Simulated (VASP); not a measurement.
# BaTiO3: single point with PBE

BaTiO3:

```xyz
15
Lattice="2.8631 -1.6530 -2.3563 0.0000 3.3060 -2.3563 8.3765 4.8362 6.8966" Properties=species:S:1:pos:R:3 pbc="T T T"
Ba   10.7458    6.2041    1.8099
Ba    5.0197    2.8981   -2.9027
Ba    7.8827    4.5511   -0.5464
Ti    2.1566    1.2451   -1.6239
Ti    5.0197    2.8981    0.7324
Ti    7.8827    4.5511    3.0887
O     2.1566   -0.3728   -0.6885
O     5.0197    1.2802    1.6678
O     7.8827    2.9332    4.0241
O     0.7555    2.0541   -0.6885
O     3.6186    3.7070    1.6678
O     6.4816    5.3600    4.0241
O     3.5577    2.0541   -0.6885
O     6.4208    3.7070    1.6678
O     9.2839    5.3600    4.0241
```

- Program: VASP 6.6.1
- Task: single point
- Functional: PBE
- Potentials or basis: VASP PAW PBE potentials, release 64 (Ba_sv, Ti_sv, O)
- Cutoff: 520 eV
- k mesh: 6 × 6 × 2
- Occupations: gaussian, width 0.05 eV
- Spin: no spin polarisation

The pressure is 6.2 GPa, the largest force is 1.779 eV/Å and the band gap on the k mesh is 2.47 eV, indirect (least direct gap 2.82 eV).

Forces in eV/Å, atoms in the order of the input:
```
Ba  -1.002 -0.578 -0.962
Ba   0.218  0.126  0.147
Ba  -0.043 -0.025 -0.077
Ti   0.903  0.521  0.618
Ti  -0.200 -0.115 -0.250
Ti  -0.568 -0.328 -0.356
O    0.498  0.229  0.719
O    0.038 -0.006  0.068
O    0.007  0.066  0.001
O    0.447  0.317  0.719
O    0.014  0.036  0.068
O    0.061 -0.027  0.001
O    0.559  0.323  0.344
O    0.199  0.115  0.163
O   -1.133 -0.654 -1.205
```

Stress tensor (GPa, compression positive):
```
6.92 1.31 1.96
1.31 5.41 1.13
1.96 1.13 6.31
```

Levels at points of the mesh, in eV from the valence-band top:
| k point | band 57 | band 58 | band 59 | band 60 | band 61 | band 62 | band 63 | band 64 |
| --- | --- | --- | --- | --- | --- | --- | --- | --- |
| (0.00, 0.00, 0.00) | -0.83 | -0.67 | -0.53 | -0.51 | 2.47 | 2.48 | 2.61 | 2.63 |
| (0.50, 0.00, 0.00) | -0.94 | -0.82 | -0.35 | -0.19 | 2.63 | 3.42 | 3.60 | 3.73 |
| (0.50, 0.50, 0.00) | -0.21 | -0.21 | -0.14 | -0.05 | 3.70 | 3.71 | 4.00 | 4.03 |
| (0.00, 0.00, 0.50) | -0.70 | -0.60 | -0.56 | -0.52 | 2.47 | 2.53 | 2.69 | 2.72 |
| (0.50, 0.00, 0.50) | -0.87 | -0.82 | -0.73 | -0.09 | 2.74 | 3.05 | 3.58 | 3.70 |
| (0.50, 0.50, 0.50) | -0.15 | -0.05 | -0.03 | 0.00 | 3.67 | 3.77 | 3.90 | 4.02 |

Wall time 12 min on 1 thread of Intel(R) Xeon(R) Platinum 8259CL CPU @ 2.50GHz (Skylake/Cascade Lake) (shared host), peak memory 0.41 GiB.

Caveat: spin-orbit coupling is left out, which moves the levels of the heavy elements; forces of over 1 eV/Å act on the atoms, so gaps and moduli don't describe the material at rest. As with any semilocal functional, this PBE gap is likely too small.
